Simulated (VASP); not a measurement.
A run of VASP 6.6.1:

The input INCAR:

```
PREC = Accurate
ENCUT = 520
EDIFF = 1E-6
ISMEAR = 0
SIGMA = 0.05
LREAL = False
LASPH = True
NELM = 60
ALGO = Normal
ISIF = 2
LWAVE = False
LCHARG = False
GGA = PE
NBANDS = 36
```

The input KPOINTS:

```
Automatic mesh
0
Gamma
  4 4 4
```

The input POSCAR:

```
MgO
1.0
    5.6335409551      0.0000000000      0.0000000000
    0.0000000000      5.6335409551      0.0000000000
    0.0000000000      0.0000000000      5.6335409551
Mg O
6 6
Direct
    0.2500000000     -0.0096535696      0.5000000000
    0.0000000000      0.5116474205      0.2500000000
    0.5000000000      0.7249713367      0.0000000000
    0.7500000000     -0.0096535696      0.5000000000
    0.0000000000      0.5116474205      0.7500000000
    0.5000000000      0.2249713367      0.0000000000
    0.2500000000      0.5302564776      0.0000000000
    0.5000000000      0.0135608313      0.2500000000
    0.0000000000      0.7411761981      0.5000000000
    0.7500000000      0.5302564776      0.0000000000
    0.5000000000      0.0135608313      0.7500000000
    0.0000000000      0.2411761981      0.5000000000
```

Potentials or basis: VASP PAW PBE potentials, release 64 (Mg, O).

Command:

```sh
$ cat potpaw_PBE.64/Mg/POTCAR potpaw_PBE.64/O/POTCAR > POTCAR
$ mpirun -np 1 vasp_std > vasp.out
```

Hardware: 1 thread of Intel(R) Xeon(R) 6975P-C (Granite Rapids) (shared host).

Task: Estimate the wall time of this run.

Result: Run time: 78 s on 1 thread of Intel(R) Xeon(R) 6975P-C (Granite Rapids) (shared host), peak memory 0.32 GiB. Counts: scf iterations 16, k points 27.
